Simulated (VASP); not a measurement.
# TePb in VASP: a series of runs

The runs below take TePb through single point, relaxation of cell and atoms, with PBEsol, PBE-based screened hybrid with 25 % exact exchange, PBE.

All numbers are computed with VASP 6.6.1; they aren't measurements. Logs are shortened: lines on timing, memory, paths and dates and some standing lists are left out, and cuts for length are marked.

**1. The cell of the first run**

Symmetry: Immm, No. 71, orthorhombic system. Conventional cell: a = 4.546 Å, b = 4.592 Å, c = 6.462 Å, α = 90.00°, β = 90.00°, γ = 90.00°. Pb (site symmetry mmm) has 6 Te at 3.23 Å within 4.3 Å. Within 4.3 Å of Te (site symmetry mmm) lie 6 Pb at 3.23 Å.

**2. Single point, PBEsol**

INCAR

```
PREC = Accurate
ENCUT = 520
EDIFF = 1E-6
ISMEAR = -1
SIGMA = 0.05
LREAL = F
LASPH = T
NELM = 80
ALGO = Normal
ISIF = 2
LWAVE = F
LCHARG = F
GGA = PS
NBANDS = 17
```

KPOINTS

```
regular mesh
0
Gamma
  6 6 6
```

POSCAR

```
TePb
1.0
    0.0161550000      3.2310000000      3.2310000000
    3.2310000000      0.0161550000      3.2310000000
    3.2471550000      3.2471550000      0.0000000000
Pb Te
1 1
Direct
    0.0000000000      0.0000000000      0.0000000000
    0.5000000000      0.5000000000      0.5000000000
```

Potentials or basis: VASP PAW PBE potentials, release 64 (Pb_d, Te).

Run with:

```
$ cat potpaw_PBE.64/Pb_d/POTCAR potpaw_PBE.64/Te/POTCAR > POTCAR
$ mpirun -np 1 vasp_std > vasp.out
```

OUTCAR:

```text
PREC = Accurate
   ENCUT = 520
   EDIFF = 1E-6
   ISMEAR = -1
   LREAL = F
   LASPH = T
   NELM = 80
   ISIF = 2
   GGA = PS

 ion  position               nearest neighbor table
   1  0.000  0.000  0.000-   2 3.23   2 3.23   2 3.23   2 3.23   2 3.23   2 3.23
   2  0.500  0.500  0.500-   1 3.23   1 3.23   1 3.23   1 3.23   1 3.23   1 3.23

  LATTYP: Found a body centered orthorhombic cell.
 ALAT       =     4.5464773999
 B/A-ratio  =     1.0100502513
 C/A-ratio  =     1.4213201632

  Lattice vectors:

 A1 = (   3.2310000000,   0.0161550000,  -3.2310000000)
 A2 = (  -3.2310000000,  -0.0161550000,  -3.2310000000)
 A3 = (   0.0161550000,   3.2310000000,   3.2310000000)

Analysis of symmetry for initial positions (statically):
=====================================================================
 Subroutine PRICEL returns:
 Original cell was already a primitive cell.

 Routine SETGRP: Setting up the symmetry group for a
 body centered orthorhombic supercell.

 Subroutine GETGRP returns: Found  8 space group operations
 (whereof  8 operations were pure point group operations)
 out of a pool of  8 trial point group operations.

The static configuration has the point symmetry D_2h.

Analysis of symmetry for dynamics (positions and initial velocities):
=====================================================================
 Subroutine PRICEL returns:
 Original cell was already a primitive cell.

 Routine SETGRP: Setting up the symmetry group for a
 body centered orthorhombic supercell.

 Subroutine GETGRP returns: Found  8 space group operations
 (whereof  8 operations were pure point group operations)
 out of a pool of  8 trial point group operations.

The dynamic configuration has the point symmetry D_2h.

 Subroutine INISYM returns: Found  8 space group operations
 (whereof  8 operations are pure point group operations),
 and found     1 'primitive' translations

----------------------------------------------------------------------------------------

                                     Primitive cell

  volume of cell :      67.4575

  direct lattice vectors                    reciprocal lattice vectors
     0.016155000  3.231000000  3.231000000    -0.155528494  0.155528494  0.154750851
     3.231000000  0.016155000  3.231000000     0.155528494 -0.155528494  0.154750851
     3.247155000  3.247155000  0.000000000     0.153980946  0.153980946 -0.154750851

  length of vectors
[... 81 lines left out ...]
   NELM   =     80;   NELMIN=  2; NELMDL= -5     # of ELM steps
   EDIFF  = 0.1E-05   stopping-criterion for ELM
   LREAL  =      F    real-space projection
   EDIFFG = 0.1E-04   stopping-criterion for IOM
   NSW    =      0    number of steps for IOM
   IBRION =     -1    ionic relax: 0-MD 1-quasi-New 2-CG
   NFREE  =      0    steps in history (QN), initial steepest desc. (CG)
   ISIF   =      2    stress and relaxation
   ISYM   =      2    0-nonsym 1-usesym 2-fastsym
   POTIM  = 0.5000    time-step for ionic-motion
   TEBEG  =    0.0;   TEEND  =   0.0 temperature during run
   PSTRESS=    0.0 pullay stress
   NELECT =      20.0000    total number of electrons
   NUPDOWN=      -1.0000    fix difference up-down
   EMIN   =  10.00;   EMAX   =-10.00  energy-range for DOS
   EFERMI =   0.00;   METHOD = LEGACY
   ISMEAR =    -1;   SIGMA  =   0.05  broadening in eV -4-tet -1-fermi 0-gaus
   EFERMI_NEDOS =   21; number of points for ismear=-14 and -15
   IALGO  =     38    algorithm
   IMIX   =      4    mixing-type and parameters
     AMIX     =   0.40;   BMIX     =  1.00
     AMIX_MAG =   1.60;   BMIX_MAG =  1.00
  volume/ion in A,a.u.               =      33.73       227.61
  Fermi-wavevector in a.u.,A,eV,Ry     =   1.091628  2.062879 16.213417  1.191653
  Thomas-Fermi vector in A             =   2.227878
   LORBIT       =      0    0 simple, 1 ext, 2 COOP (PROOUT), +10 PAW based schemes
   GGA     = PS    functional components
   LHFCALC =     F    Hartree Fock is set to
   AEXX    =    0.0000 exact exchange contribution
   IVDW    =     0    specifies the selected vdW correction
   LEPSILON=     F    determine dielectric tensor
   LRPA    =     F    only Hartree local field effects (RPA)
 non-spin polarized calculation
  energy-cutoff  :      520.00
  volume of cell :       67.46
 maximum number of plane-waves:      1839
 NGX is ok and might be reduce to    36
   NGX = 17   NGY = 17   NGZ = 17

 number of electron      20.0000002 magnetization

 Free energy of the ion-electron system (eV)
  ---------------------------------------------------
  ext. energy  EPLUGINS =         0.00000000
  ---------------------------------------------------
  free energy    TOTEN  =        -8.25913897 eV

  energy without entropy =       -8.25909802  energy(sigma->0) =       -8.25911850

 E-fermi :   5.7935     XC(G=0):  -9.4709

 val. band max:        5.4814671052   @ k =   0.0000   0.0000   0.5000
 cond. band min:       6.1012138291   @ k =   0.5000   0.0000   0.0000
 fundamental gap:      0.6197467239
 Fermi energy:         5.7934699329

 k-point     1 :       0.0000    0.0000    0.0000
  band No.  band energies     occupation
      1     -11.1698      2.00000
      2     -11.1696      2.00000
      3     -11.1590      2.00000
      4     -11.1586      2.00000
      5     -11.1584      2.00000
      6      -6.5736      2.00000
[... 457 lines left out ...]
      4     -11.1364      2.00000
      5     -11.1356      2.00000
      6      -4.9662      2.00000
[... 9 lines left out ...]
     16      15.4956      0.00000
     17      16.3258      0.00000

 [... further k-points ...]

------------------------ aborting loop because EDIFF is reached ----------------------------------------

  FORCE on cell =-STRESS in cart. coord.  units (eV):
  Direction    XX          YY          ZZ          XY          YZ          ZX
  --------------------------------------------------------------------------------------
  -------------------------------------------------------------------------------------
  Total       -0.1757333     -0.1757333     -0.1768146     -0.0622191      0.0000000      0.0000000
  in kB       -4.1738280     -4.1738280     -4.1995112     -1.4777624      0.0000000      0.0000000
  external PRESSURE =      -4.1823891 kB  Pullay stress =       0.0000000 kB

 VOLUME and BASIS-vectors are now :
 -----------------------------------------------------------------------------
  energy-cutoff  :      520.00
  volume of cell :       67.46
      direct lattice vectors                 reciprocal lattice vectors
     0.016155000  3.231000000  3.231000000    -0.155528494  0.155528494  0.154750851
     3.231000000  0.016155000  3.231000000     0.155528494 -0.155528494  0.154750851
     3.247155000  3.247155000  0.000000000     0.153980946  0.153980946 -0.154750851

 POSITION                                       TOTAL-FORCE (eV/Angst)
 -----------------------------------------------------------------------------------
      0.00000      0.00000      0.00000        -0.000000      0.000000     -0.000000
      3.24715      3.24715      3.23100         0.000000     -0.000000      0.000000
 -----------------------------------------------------------------------------------
    total drift:                               -0.000000      0.000000      0.000000

  FREE ENERGIE OF THE ION-ELECTRON SYSTEM (eV)
  ---------------------------------------------------
  free  energy   TOTEN  =        -8.2591389746 eV

  energy  without entropy=       -8.2590980206  energy(sigma->0) =       -8.25911850
```

stdout:

```text
POSCAR found type information on POSCAR PbTe
 POSCAR found :  2 types and       2 ions
 scaLAPACK will be used
 -----------------------------------------------------------------------------
|                                                                             |
|                                                                             |
|     You enforced a specific xc type in the INCAR file but a different       |
|     I HOPE YOU KNOW WHAT YOU ARE DOING!                                     |
|                                                                             |
 -----------------------------------------------------------------------------

 LDA part: xc-table for (Slater+PW92), standard interpolation
 POSCAR, INCAR and KPOINTS ok, starting setup
 FFT: planning ... GRIDC
 FFT: planning ... GRID_SOFT
 FFT: planning ... GRID
 WAVECAR not read
 entering main loop
```

Run time: 83 s. Hardware: 1 thread of Intel Xeon 8259CL, shared host; peak memory 0.23 GiB.

What came out:

* Free energy: -8.2591 eV
* Pressure: -0.4 GPa
* Band gap on the k mesh: 0.62 eV (least direct gap 0.66 eV)

Caveat: the PAW data sets were made with another functional, which shifts forces and pressure a little; spin-orbit coupling is left out, which moves the levels of the heavy elements. A k mesh can miss the band edges.

**3. Single point, PBE-based screened hybrid with 25 % exact exchange**

POSCAR

```
TePb
1.0
    0.0000000000      3.2310000000      3.2310000000
    3.2310000000      0.0000000000      3.2310000000
    3.2310000000      3.2310000000      0.0000000000
Pb Te
1 1
Direct
    0.0000000000      0.0000000000      0.0000000000
    0.5000000000      0.5000000000      0.5000000000
```

INCAR.step1

```
  PREC = Accurate
  ENCUT = 520
  EDIFF = 1E-5
  ISMEAR = -1
  SIGMA = 0.05
  LREAL = False
  LASPH = True
  NELM = 60
  ALGO = Normal
  ISIF = 2
  LWAVE = True
  LCHARG = False
  GGA = PE
  NBANDS = 17
```

INCAR.step2

```
  PREC = Accurate
  ENCUT = 520
  EDIFF = 1E-6
  ISMEAR = -1
  SIGMA = 0.05
  LREAL = False
  LASPH = True
  NELM = 60
  ALGO = Normal
  ISIF = 2
  LWAVE = False
  LCHARG = False
  GGA = PE
  LHFCALC = True
  AEXX = 0.25
  HFSCREEN = 0.3
  PRECFOCK = Normal
  ISTART = 1
  NBANDS = 17
```

KPOINTS

```
Automatic mesh
0
Gamma
  4 4 4
```

Potentials or basis: VASP PAW PBE potentials, release 64 (Pb_d, Te).

Run with:

```
$ cat potpaw_PBE.64/Pb_d/POTCAR potpaw_PBE.64/Te/POTCAR > POTCAR
$ cp INCAR.step1 INCAR
$ mpirun -np 1 vasp_std > vasp.out
$ cp INCAR.step2 INCAR
$ mpirun -np 1 vasp_std > vasp.out
```

Run time: 22 min. Hardware: 1 thread of Intel Xeon 8259CL, shared host; peak memory 0.33 GiB.

Results (log left out):

| Property | Result |
| --- | --- |
| Free energy | -8.6556 eV |
| Pressure | 1.1 GPa |
| Band gap on the k mesh | 0.96 eV |

Levels at points of the mesh, in eV from the valence-band top:
```
           k point  band 7  band 8  band 9  band 10  band 11  band 12  band 13  band 14
(0.00, 0.00, 0.00)   -5.88   -1.55   -1.55    -1.55     4.58     4.58     4.58     6.20
(0.50, 0.00, 0.00)   -9.28   -1.09   -1.09     0.00     0.96     1.52     1.52     8.96
(0.50, 0.50, 0.00)   -7.77   -4.97   -3.12    -3.12     3.57     6.07     6.07     7.39
```

Caveat: the k points lie up to 0.42 Å⁻¹ apart; the PAW data sets were made with another functional, which shifts forces and pressure a little; spin-orbit coupling is left out, which moves the levels of the heavy elements. A k mesh can miss the band edges.

**4. Single point, PBE**

This run uses another cell than the first one, of 35.48 Å³/atom.

INCAR

```
PREC = Accurate
ENCUT = 520
EDIFF = 1E-6
ISMEAR = -1
SIGMA = 0.05
LREAL = False
LASPH = True
NELM = 100
ALGO = Normal
ISIF = 2
LWAVE = False
LCHARG = False
GGA = PE
NBANDS = 17
```

KPOINTS

```
Automatic mesh
0
Gamma
  7 7 7
```

POSCAR

```
TePb
1.0
    0.0000000000      3.2858418672      3.2858418672
    3.2858418672      0.0000000000      3.2858418672
    3.2858418672      3.2858418672      0.0000000000
Pb Te
1 1
Direct
    0.0000000000      0.0000000000      0.0000000000
    0.5000000000      0.5000000000      0.5000000000
```

Run with:

```
$ cat potpaw_PBE.64/Pb_d/POTCAR potpaw_PBE.64/Te/POTCAR > POTCAR
$ mpirun -np 1 vasp_std > vasp.out
```

Run time: 31 s. Hardware: 1 thread of Intel Xeon 8259CL, shared host; peak memory 0.21 GiB.

Results (log left out):

```yaml
Free_energy: -7.5240 eV
Pressure: -0.1 GPa
```

Levels at points of the mesh, in eV from the Fermi level:
| k point | band 7 | band 8 | band 9 | band 10 | band 11 | band 12 | band 13 | band 14 |
| --- | --- | --- | --- | --- | --- | --- | --- | --- |
| (0.00, 0.00, 0.00) | -6.17 | -1.61 | -1.61 | -1.61 | 3.56 | 3.56 | 3.56 | 5.46 |

Caveat: this odd mesh misses L, so gap, dielectric constants and Born charges aren't listed; spin-orbit coupling is left out, which moves the levels of the heavy elements.

**5. Relaxation of cell and atoms, PBEsol**

INCAR

```
PREC = Accurate
ENCUT = 600
EDIFF = 1E-7
ISMEAR = -1
SIGMA = 0.05
LREAL = F
LASPH = T
NELM = 60
ALGO = Normal
ISIF = 3
LWAVE = F
LCHARG = F
GGA = PS
IBRION = 2
NSW = 80
EDIFFG = -0.005
```

KPOINTS is that of step 4.

POSCAR

```
TePb
1.0
    0.0000000000      3.2310000000      3.2310000000
    3.2310000000      0.0000000000      3.2310000000
    3.2310000000      3.2310000000      0.0000000000
Pb Te
1 1
Direct
    0.0000000000      0.0000000000      0.0000000000
    0.5000000000      0.5000000000      0.5000000000
```

Run with:

```
$ cat potpaw_PBE.64/Pb_d/POTCAR potpaw_PBE.64/Te/POTCAR > POTCAR
$ mpirun -np 1 vasp_std > vasp.out
```

Wall time 2 min (1 thread of Intel Xeon 8259CL, shared host); peak memory 0.25 GiB.

Results (log left out):

* Free energy: -8.2609 eV
* Relaxed volume: 33.42 Å³/atom
* Relaxed cell: a = 4.555 Å, b = 4.555 Å, c = 4.555 Å, α = 60.00°, β = 60.00°, γ = 60.00°
* Space group after relaxing (to 0.1 Å): Fm-3m (No. 225)
* Energy gained by relaxing: 0.4 meV/atom
* Ionic steps: 3
* Pressure after relaxing: 0.0 GPa

Step by step:
```tsv
step	energy change (eV)	largest force (eV/Å)	pressure (GPa)	volume (Å³)
1	0.0000	0.0000	-0.40	67.46
2	-0.0007	0.0000	0.14	66.64
3	-0.0008	0.0000	0.00	66.84
```

Final structure:
```
Pb Te
1.0
     0.00000    3.22110    3.22110
     3.22110    0.00000    3.22110
     3.22110    3.22110    0.00000
Pb Te
1 1
Direct
  0.00000 0.00000 0.00000
  0.50000 0.50000 0.50000
```

Levels at points of the mesh, in eV from the Fermi level:
```
           k point  band 6  band 7  band 8  band 9  band 10  band 11  band 12  band 13  band 14
(0.00, 0.00, 0.00)  -12.48   -5.96   -1.74   -1.74    -1.74     3.70     3.70     3.70     5.37
```

Caveat: this odd mesh misses L, so gap, dielectric constants and Born charges aren't listed; the PAW data sets were made with another functional, which shifts forces and pressure a little; spin-orbit coupling is left out, which moves the levels of the heavy elements.

(Part 1 of 2 ends here.)
